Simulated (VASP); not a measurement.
Ge, 4 atoms in the cell. It takes space group Fd-3m (No. 227, cubic). The conventional cell has a = 5.676 Å, b = 5.676 Å, c = 5.676 Å, α = 90.00°, β = 90.00°, γ = 90.00°. Ge (site symmetry -43m) has 4 Ge at 2.46 Å within 3.2 Å. 

- Program: VASP 6.6.1
- Task: single point
- Functional: PBEsol
- Potentials or basis: VASP PAW PBE potentials, release 64 (Ge_d)
- Cutoff: 520 eV
- k mesh: 8 × 8 × 6
- Occupations: gaussian, width 0.15 eV
- Spin: no spin polarisation
- Dipole correction: no
- Further INCAR settings: ALGO = Normal; EDIFF = 1e-06; NBANDS = 36

Potentials or basis: VASP PAW PBE potentials, release 64 (Ge_d).

Launch:

```console
$ cat potpaw_PBE.64/Ge_d/POTCAR > POTCAR
$ mpirun -np 1 vasp_std > vasp.out
```

Hardware: 1 thread of Intel(R) Xeon(R) 6975P-C (Granite Rapids), with other jobs on the host.

**Question.** How long does it take, and how much memory?

**Answer.** It took 80 s on 1 thread of Intel(R) Xeon(R) 6975P-C (Granite Rapids) (shared host), peak memory 0.26 GiB. Counts: scf iterations 12, k points 60.
